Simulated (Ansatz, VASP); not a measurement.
## Two plane-wave programs on CO2

Contents of INCAR:

```
  PREC = Accurate
  ENCUT = 1340
  EDIFF = 1E-6
  ISMEAR = 0
  SIGMA = 0.05
  LREAL = F
  LASPH = T
  NELM = 120
  ALGO = Normal
  ISIF = 2
  LWAVE = F
  LCHARG = T
  GGA = PE
  LELF = T
  LVHAR = T
  NBANDS = 44
  GGA_COMPAT = F
```

Contents of KPOINTS:

```
regular mesh
0
Gamma
  4 4 4
```

POSCAR

```
CO2
1.0
    5.9256377387      0.0000000000      0.0000000000
    0.0000000000      5.9256377387      0.0000000000
    0.0000000000      0.0000000000      5.9256377387
C O
4 8
Direct
    0.0000000000      0.0000000000      0.0000000000
    0.5000000000      0.0000000000      0.5000000000
    0.5000000000      0.5000000000      0.0000000000
    0.0000000000      0.5000000000      0.5000000000
    0.1114834447      0.1114834447      0.1114834447
    0.3885165553      0.8885165553      0.6114834447
    0.6114834447      0.3885165553      0.8885165553
    0.8885165553      0.6114834447      0.3885165553
    0.8885165553      0.8885165553      0.8885165553
    0.6114834447      0.1114834447      0.3885165553
    0.3885165553      0.6114834447      0.1114834447
    0.1114834447      0.3885165553      0.6114834447
```

Input for Ansatz:

```yaml
crystal:
  lattice:
    - [5.9256377387, 0.0, 0.0]
    - [0.0, 5.9256377387, 0.0]
    - [0.0, 0.0, 5.9256377387]
  atoms:
    - { symbol: C, position: [0.0, 0.0, 0.0] }
    - { symbol: C, position: [0.5, 0.0, 0.5] }
    - { symbol: C, position: [0.5, 0.5, 0.0] }
    - { symbol: C, position: [0.0, 0.5, 0.5] }
    - { symbol: O, position: [0.1114834447, 0.1114834447, 0.1114834447] }
    - { symbol: O, position: [0.3885165553, 0.8885165553, 0.6114834447] }
    - { symbol: O, position: [0.6114834447, 0.3885165553, 0.8885165553] }
    - { symbol: O, position: [0.8885165553, 0.6114834447, 0.3885165553] }
    - { symbol: O, position: [0.8885165553, 0.8885165553, 0.8885165553] }
    - { symbol: O, position: [0.6114834447, 0.1114834447, 0.3885165553] }
    - { symbol: O, position: [0.3885165553, 0.6114834447, 0.1114834447] }
    - { symbol: O, position: [0.1114834447, 0.3885165553, 0.6114834447] }
basis:
  ecutwfc: 520.0
kpoints:
  mp_grid: { grid: [4, 4, 4] }
hamiltonian:
  xc: pbe
scf:
  occupations: { method: gaussian, width: 0.05 }
output:
  forces: true
  stress: true
  eigenvalues: true
```

Alike in both runs: task single point; functional PBE; k mesh 4 × 4 × 4; occupations gaussian, width 0.05 eV; no spin polarisation.

|  | VASP | Ansatz |
| --- | --- | --- |
| version | VASP 6.6.1 | Ansatz 0.2.0 |
| potentials or method | VASP PAW PBE potentials, release 64 (C_h, O_h), cutoff 1340 eV | scalar-relativistic, plane waves, PAW |
| valence electrons in the cell | 64 | 64 |

```csv
,VASP,Ansatz,Ansatz less VASP
gap on the k mesh at the Fermi level (eV),6.86,6.86,-0.001
least direct gap on the mesh (eV),6.86,6.86,-0.001
pressure (GPa),6.6,6.8,+0.15
rms of the force components (eV/Å),1.348,1.330,-0.0185
```

Atom by atom the forces differ by 0.019 eV/Å (rms over components). The functional is the same, so the differences come from potentials, cutoffs and numerics.
